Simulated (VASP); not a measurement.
# Co in VASP: a series of runs

Aim: see how the results for Co move with the level of theory and the settings. Levels: PBE, BLYP, RPBE+D3(BJ). Tasks: single point, relaxation of cell and atoms.

Everything below comes from runs of VASP 6.6.1. Logs are shortened: lines on timing, memory, paths and dates and some standing lists are left out, and cuts for length are marked.

### Step 1. The cell of the first run

The structure is trigonal, space group P-3m1 (No. 164). The conventional cell has a = 2.487 Å, b = 2.487 Å, c = 4.063 Å, α = 90.00°, β = 90.00°, γ = 120.00°. Co (site symmetry 3m) has 12 Co at 2.42 to 2.55 Å within 3.2 Å.

### Step 2. Single point, PBE, collinear spin, ferromagnetic start

The input, INCAR:

```
SYSTEM = Co
PREC = Accurate
ENCUT = 520
EDIFF = 1E-7
ISMEAR = 0
SIGMA = 0.012
LREAL = .FALSE.
LASPH = .TRUE.
NELM = 150
ALGO = Normal
ISIF = 2
LWAVE = .FALSE.
LCHARG = .FALSE.
ISPIN = 2
MAGMOM = 2 2
LORBIT = 11
LMAXMIX = 4
GGA = PE
NBANDS = 20
```

The input, KPOINTS:

```
Automatic mesh
0
G
  12 12 7
  0 0 0
```

The input, POSCAR:

```
Co
1.0
    2.4873648738      0.0000000000      0.0000000000
   -1.2436824369      2.1541211692      0.0000000000
    0.0000000000      0.0000000000      4.0632895034
Co
2
Direct
    0.3333333333      0.6666666667      0.7401390000
    0.6666666667      0.3333333333      0.2598610000
```

Potentials or basis: VASP PAW PBE potentials, release 64 (Co).

Command:

```sh
> cat potpaw_PBE.64/Co/POTCAR > POTCAR
> mpirun -np 1 vasp_std > vasp.out
```

OUTCAR:

```text
SYSTEM = Co
   PREC = Accurate
   ENCUT = 520
   EDIFF = 1E-7
   ISMEAR = 0
   LREAL = .FALSE.
   LASPH = .TRUE.
   NELM = 150
   ISIF = 2
   ISPIN = 2
   LORBIT = 11
   GGA = PE

 ion  position               nearest neighbor table
   1  0.333  0.667  0.740-   2 2.42   2 2.42   2 2.42   2 2.55   2 2.55   2 2.55
   2  0.667  0.333  0.260-   1 2.42   1 2.42   1 2.42   1 2.55   1 2.55   1 2.55

  LATTYP: Found a hexagonal cell.
 ALAT       =     2.4873648738
 C/A-ratio  =     1.6335719565

  Lattice vectors:

 A1 = (   2.4873648738,   0.0000000000,   0.0000000000)
 A2 = (  -1.2436824369,   2.1541211692,   0.0000000000)
 A3 = (   0.0000000000,   0.0000000000,   4.0632895034)

Analysis of symmetry for initial positions (statically):
=====================================================================
 Subroutine PRICEL returns:
 Original cell was already a primitive cell.

 Routine SETGRP: Setting up the symmetry group for a
 hexagonal supercell.

 Subroutine GETGRP returns: Found 12 space group operations
 (whereof 12 operations were pure point group operations)
 out of a pool of 24 trial point group operations.

The static configuration has the point symmetry D_3d.

Analysis of symmetry for dynamics (positions and initial velocities):
=====================================================================
 Subroutine PRICEL returns:
 Original cell was already a primitive cell.

 Routine SETGRP: Setting up the symmetry group for a
 hexagonal supercell.

 Subroutine GETGRP returns: Found 12 space group operations
 (whereof 12 operations were pure point group operations)
 out of a pool of 24 trial point group operations.

The dynamic configuration has the point symmetry D_3d.

Analysis of structural, dynamic, and magnetic symmetry:
=====================================================================
 Subroutine PRICEL returns:
 Original cell was already a primitive cell.

 Routine SETGRP: Setting up the symmetry group for a
 hexagonal supercell.

 Subroutine GETGRP returns: Found 12 space group operations
 (whereof 12 operations were pure point group operations)
 out of a pool of 24 trial point group operations.

The overall configuration has the point symmetry D_3d.

 Subroutine INISYM returns: Found 12 space group operations
 (whereof 12 operations are pure point group operations),
 and found     1 'primitive' translations

----------------------------------------------------------------------------------------

                                     Primitive cell

  volume of cell :      21.7715

  direct lattice vectors                    reciprocal lattice vectors
     2.487364874  0.000000000  0.000000000     0.402031889  0.232113220  0.000000000
    -1.243682437  2.154121169  0.000000000     0.000000000  0.464226439  0.000000000
     0.000000000  0.000000000  4.063289503     0.000000000  0.000000000  0.246106018

  length of vectors
     2.487364874  2.487364874  4.063289503     0.464226439  0.464226439  0.246106018

  position of ions in fractional coordinates (direct lattice)
     0.333333333  0.666666667  0.740139000
     0.666666667  0.333333333  0.259861000

  ion indices of the primitive-cell ions
   primitive index   ion index
                 1           1
                 2           2

----------------------------------------------------------------------------------------

 KPOINTS: Automatic mesh

Automatic generation of k-mesh.
 Grid dimensions read from file:
 generate k-points for:   12   12    7

 Generating k-lattice:

  Cartesian coordinates                     Fractional coordinates (reciprocal lattice)
     0.033502657  0.019342768  0.000000000     0.083333333  0.000000000  0.000000000
     0.000000000  0.038685537  0.000000000     0.000000000  0.083333333  0.000000000
     0.000000000  0.000000000  0.035158003     0.000000000  0.000000000  0.142857143

  Length of vectors
     0.038685537  0.038685537  0.035158003

  Shift w.r.t. Gamma in fractional coordinates (k-lattice)
     0.000000000  0.000000000  0.000000000

 Subroutine IBZKPT returns following result:
 ===========================================

 Found    112 irreducible k-points:

 Following reciprocal coordinates:
            Coordinates               Weight
  0.000000  0.000000  0.000000      1.000000
  0.083333  0.000000  0.000000      6.000000
  0.166667  0.000000  0.000000      6.000000
  0.250000  0.000000  0.000000      6.000000
  0.333333  0.000000  0.000000      6.000000
  0.416667  0.000000  0.000000      6.000000
[... 16 lines left out ...]
  0.166667  0.000000  0.142857      6.000000
  0.000000  0.166667  0.142857      6.000000
 [... further k-points ...]
   k-points           NKPTS =    112   k-points in BZ     NKDIM =    112   number of bands    NBANDS=     20
   number of dos      NEDOS =    301   number of ions     NIONS =      2
   total plane-waves  NPLWV =   9720
   dimension x,y,z NGX =    18 NGY =   18 NGZ =   30
   dimension x,y,z NGXF=    36 NGYF=   36 NGZF=   60
   ions per type =               2
   NGX,Y,Z   is equivalent  to a cutoff of  12.03, 12.03, 12.27 a.u.
   NGXF,Y,Z  is equivalent  to a cutoff of  24.06, 24.06, 24.55 a.u.
 SYSTEM =  Co
   PREC   = accura    normal or accurate (medium, high low for compatibility)
   ISTART =      0    job   : 0-new  1-cont  2-samecut
   ICHARG =      2    charge: 1-file 2-atom 10-const
   ISPIN  =      2    spin polarized calculation?
   LNONCOLLINEAR =      F non collinear calculations
   LSORBIT =      F    spin-orbit coupling
   LASPH  =      T    aspherical Exc in radial PAW
   ENCUT  =  520.0 eV  38.22 Ry    6.18 a.u.   4.62  4.62  7.56*2*pi/ulx,y,z
   NELM   =    150;   NELMIN=  2; NELMDL= -5     # of ELM steps
   EDIFF  = 0.1E-06   stopping-criterion for ELM
   LREAL  =      F    real-space projection
   EDIFFG = 0.1E-05   stopping-criterion for IOM
   NSW    =      0    number of steps for IOM
   IBRION =     -1    ionic relax: 0-MD 1-quasi-New 2-CG
   NFREE  =      0    steps in history (QN), initial steepest desc. (CG)
   ISIF   =      2    stress and relaxation
   ISYM   =      2    0-nonsym 1-usesym 2-fastsym
   POTIM  = 0.5000    time-step for ionic-motion
   TEBEG  =    0.0;   TEEND  =   0.0 temperature during run
   PSTRESS=    0.0 pullay stress
   NELECT =      18.0000    total number of electrons
   NUPDOWN=      -1.0000    fix difference up-down
   EMIN   =  10.00;   EMAX   =-10.00  energy-range for DOS
   EFERMI =   0.00;   METHOD = LEGACY
   ISMEAR =     0;   SIGMA  =   0.01  broadening in eV -4-tet -1-fermi 0-gaus
   EFERMI_NEDOS =   21; number of points for ismear=-14 and -15
   IALGO  =     38    algorithm
   IMIX   =      4    mixing-type and parameters
     AMIX     =   0.40;   BMIX     =  1.00
     AMIX_MAG =   1.60;   BMIX_MAG =  1.00
  volume/ion in A,a.u.               =      10.89        73.46
  Fermi-wavevector in a.u.,A,eV,Ry     =   1.536514  2.903591 32.121660  2.360875
  Thomas-Fermi vector in A             =   2.643152
   LORBIT       =     11    0 simple, 1 ext, 2 COOP (PROOUT), +10 PAW based schemes
   GGA     = PE    functional components
   LHFCALC =     F    Hartree Fock is set to
   AEXX    =    0.0000 exact exchange contribution
   IVDW    =     0    specifies the selected vdW correction
   LEPSILON=     F    determine dielectric tensor
   LRPA    =     F    only Hartree local field effects (RPA)
 spin polarized calculation
 Gauss-broadening in eV      SIGMA  =   0.01
  energy-cutoff  :      520.00
  volume of cell :       21.77
 maximum number of plane-waves:       600
   NGX =  9   NGY =  9   NGZ = 15

 number of electron      17.9999996 magnetization       3.2538752

 Free energy of the ion-electron system (eV)
  ---------------------------------------------------
  ext. energy  EPLUGINS =         0.00000000
  ---------------------------------------------------
  free energy    TOTEN  =       -14.04548784 eV

  energy without entropy =      -14.04529532  energy(sigma->0) =      -14.04539158

 E-fermi :  10.2359     XC(G=0): -13.3806

 val. band max:       10.2346811087   @ k =  -0.0833   0.3333   0.4286
 cond. band min:      10.2401721397   @ k =   0.2500   0.0000   0.2857
 fundamental gap:      0.0054910310
 Fermi energy:        10.2359271385

 spin component 1

 k-point     1 :       0.0000    0.0000    0.0000
  band No.  band energies     occupation
      1       1.3185      1.00000
      2       5.0634      1.00000
      3       7.5466      1.00000
      4       7.6002      1.00000
      5       7.6002      1.00000
      6       7.8942      1.00000
[... 12 lines left out ...]
     19      36.2425      0.00000
     20      36.2425      0.00000
[... 507 lines left out ...]
 k-point    24 :       0.0000    0.1667    0.1429
  band No.  band energies     occupation
      1       2.4557      1.00000
      2       5.5767      1.00000
      3       7.0811      1.00000
      4       7.2926      1.00000
      5       7.5596      1.00000
      6       7.9077      1.00000
[... 12 lines left out ...]
     19      36.6824      0.00000
     20      37.6889      0.00000

 [... further k-points ...]

 spin component 2

 k-point     1 :       0.0000    0.0000    0.0000
  band No.  band energies     occupation
      1       1.3180      1.00000
      2       6.0117      1.00000
      3       9.1565      1.00000
      4       9.2619      1.00000
      5       9.2619      1.00000
      6       9.5705      1.00000
[... 12 lines left out ...]
     19      36.5384      0.00000
     20      36.5384      0.00000
[... 507 lines left out ...]
 k-point    24 :       0.0000    0.1667    0.1429
  band No.  band energies     occupation
      1       2.4671      1.00000
      2       6.5009      1.00000
      3       8.3038      1.00000
      4       8.6697      1.00000
      5       9.1666      1.00000
      6       9.5775      1.00000
[... 12 lines left out ...]
     19      36.8852      0.00000
     20      37.9432      0.00000

 [... further k-points ...]

------------------------ aborting loop because EDIFF is reached ----------------------------------------

  FORCE on cell =-STRESS in cart. coord.  units (eV):
  Direction    XX          YY          ZZ          XY          YZ          ZX
  --------------------------------------------------------------------------------------
  -------------------------------------------------------------------------------------
  Total        0.1438026      0.1438026     -0.3178874      0.0000000      0.0000000     -0.0000000
  in kB       10.5825435     10.5825435    -23.3935738      0.0000000      0.0000000     -0.0000000
  external PRESSURE =      -0.7428289 kB  Pullay stress =       0.0000000 kB

 VOLUME and BASIS-vectors are now :
 -----------------------------------------------------------------------------
  energy-cutoff  :      520.00
  volume of cell :       21.77
      direct lattice vectors                 reciprocal lattice vectors
     2.487364874  0.000000000  0.000000000     0.402031889  0.232113220  0.000000000
    -1.243682437  2.154121169  0.000000000     0.000000000  0.464226439  0.000000000
     0.000000000  0.000000000  4.063289503     0.000000000  0.000000000  0.246106018

 POSITION                                       TOTAL-FORCE (eV/Angst)
 -----------------------------------------------------------------------------------
     -0.00000      1.43608      3.00740         0.000000     -0.000000      0.488681
      1.24368      0.71804      1.05589        -0.000000      0.000000     -0.488681
 -----------------------------------------------------------------------------------
    total drift:                                0.000000     -0.000000     -0.000000

  FREE ENERGIE OF THE ION-ELECTRON SYSTEM (eV)
  ---------------------------------------------------
  free  energy   TOTEN  =       -14.0454878426 eV

  energy  without entropy=      -14.0452953152  energy(sigma->0) =      -14.04539158

 total charge

# of ion       s       p       d       tot
------------------------------------------
    1        0.489   0.521   7.263   8.273
    2        0.489   0.521   7.263   8.273
--------------------------------------------------
tot          0.978   1.043  14.525  16.546

 magnetization (x)

# of ion       s       p       d       tot
------------------------------------------
    1       -0.014  -0.053   1.713   1.646
    2       -0.014  -0.053   1.713   1.646
--------------------------------------------------
tot         -0.028  -0.106   3.427   3.292
```

Wall time 79 s (1 thread of Intel Xeon Platinum 8488C (Sapphire Rapids), shared host); peak memory 0.18 GiB.

Results:

```
Free energy                                           : -14.0455 eV
Pressure                                              : -0.1 GPa
Largest force                                         : 0.489 eV/Å
Net moment                                            : 3.25 μB per cell
Site moments                                          : Co +1.65 μB
Valence electrons inside the program's atomic spheres : Co 8.27
```

Forces on the atoms (eV/Å):
```
Co   0.000  0.000  0.489
Co   0.000  0.000 -0.489
```

### Step 3. Single point, BLYP, collinear spin, ferromagnetic start

This run uses another cell than the first one, of 11.37 Å³/atom.

The input, INCAR:

```
SYSTEM = Co
PREC = Accurate ; ENCUT = 520
EDIFF = 1E-7 ; ISMEAR = -1
SIGMA = 0.05 ; LREAL = .False.
LASPH = .True. ; NELM = 150
ALGO = Normal ; ISIF = 2
LWAVE = .False. ; LCHARG = .False.
ISPIN = 2 ; MAGMOM = 2 2
LORBIT = 11 ; LMAXMIX = 4
GGA = B5 ; ALDAX = 1.0
AGGAX = 1.0 ; AGGAC = 1.0
ALDAC = 0.0 ; NBANDS = 20
```

The input, KPOINTS:

```
regular mesh
0
Gamma
  12 12 7
  0 0 0
```

The input, POSCAR:

```
Co
1.0
    2.5362253229      0.0000000000      0.0000000000
   -1.2681126615      2.1964355594      0.0000000000
    0.0000000000      0.0000000000      4.0812362442
Co
2
Direct
    0.3333333333      0.6666666667      0.7499974460
    0.6666666667      0.3333333333      0.2500025540
```

Potentials or basis: VASP PAW PBE potentials, release 64 (Co).

Command:

```sh
> cat potpaw_PBE.64/Co/POTCAR > POTCAR
> mpirun -np 1 vasp_std > vasp.out
```

Run time: 84 s. Hardware: 1 thread of Intel Xeon Platinum 8488C (Sapphire Rapids), shared host; peak memory 0.19 GiB.

The run converged. Its results:

| Item | Value |
| --- | --- |
| Free energy | -12.1301 eV |
| Pressure | -0.2 GPa |
| Net moment | 3.25 μB per cell |
| Site moments | Co +1.65 μB |
| Valence electrons inside the program's atomic spheres | Co 8.22 |

Stress tensor (GPa, compression positive):
```
-0.20  0.00  0.00
 0.00 -0.20  0.00
 0.00  0.00 -0.29
```

Levels at points of the mesh, in eV from the Fermi level:
Spin up:
```tsv
k point	band 8	band 9	band 10	band 11	band 12	band 13	band 14	band 15
(0.00, 0.00, 0.00)	-1.89	-1.89	-0.84	-0.84	0.24	6.09	21.88	23.57
(0.50, 0.00, 0.00)	-0.74	-0.63	-0.60	1.30	3.16	9.50	10.01	12.65
```
Spin down:
| k point | band 4 | band 5 | band 6 | band 7 | band 8 | band 9 | band 10 | band 11 |
| --- | --- | --- | --- | --- | --- | --- | --- | --- |
| (0.00, 0.00, 0.00) | -0.88 | -0.88 | -0.54 | -0.54 | -0.18 | -0.18 | 0.22 | 0.99 |
| (0.50, 0.00, 0.00) | -1.60 | -1.06 | -0.92 | -0.54 | 1.10 | 1.23 | 1.26 | 2.48 |

Caveat: the PAW data sets were made with another functional, which shifts forces and pressure a little.

[end of part 1 of 2]
